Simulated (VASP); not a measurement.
Set up this calculation in VASP 6.6.1, as the native input.

```yaml
Task: single point
Functional: PBE
Potentials_or_basis: VASP PAW PBE potentials, release 64 (P)
Cutoff: 520 eV
k_mesh: 14 × 14 × 14
Occupations: gaussian, width 0.1 eV
Spin: no spin polarisation
Dipole_correction: no
Further_INCAR_settings: ALGO = Normal; EDIFF = 1e-06; NBANDS = 12
```

The structure of P lies in POSCAR:

```
P
1.0
   -1.5897657140      2.5616370013      1.8689759549
    1.5897657140     -2.6252872485      1.9550952058
    1.5897657140      2.6252872485     -1.9550952058
P
2
Direct
    0.7991317480      0.0549681549      0.7441635931
    0.2008682520      0.9450318451      0.2558364069
```

This cell differs from its parent crystal: strained and its atoms moved.

These files were run (other wordings do the same):

INCAR

```
SYSTEM = P
PREC     = Accurate       ! precision mode
ENCUT    = 520            ! plane-wave cutoff, eV
EDIFF    = 1E-6           ! SCF threshold, eV
ISMEAR   = 0              ! smearing method
SIGMA    = 0.1            ! smearing width, eV
LREAL    = .FALSE.        ! projectors in reciprocal space
LASPH    = .TRUE.         ! aspherical terms in the spheres
NELM     = 80             ! most SCF steps
ALGO     = Normal         ! electronic algorithm
ISIF     = 2              ! what is computed and relaxed
LWAVE    = .FALSE.        ! write WAVECAR
LCHARG   = .FALSE.        ! write CHGCAR
GGA      = PE             ! functional
NBANDS   = 12             ! bands
```

KPOINTS

```
Automatic mesh
0
G
  14 14 14
  0 0 0
```

Potentials or basis: VASP PAW PBE potentials, release 64 (P).

Launch:

```sh
$ cat potpaw_PBE.64/P/POTCAR > POTCAR
$ mpirun -np 1 vasp_std > vasp.out
```

Results of the run:

- Pressure: 6.2 GPa
- Largest force: 0.374 eV/Å
- Band gap on the k mesh: zero (bands 5 and 6 overlap by 1.38 eV)

Caveat: the cell differs from its parent crystal (strained and its atoms moved); the cell stands under pressure.

Run time: 2.9 min on 1 thread of Intel(R) Xeon(R) Platinum 8488C (Sapphire Rapids), on a shared host, peak memory 0.32 GiB.
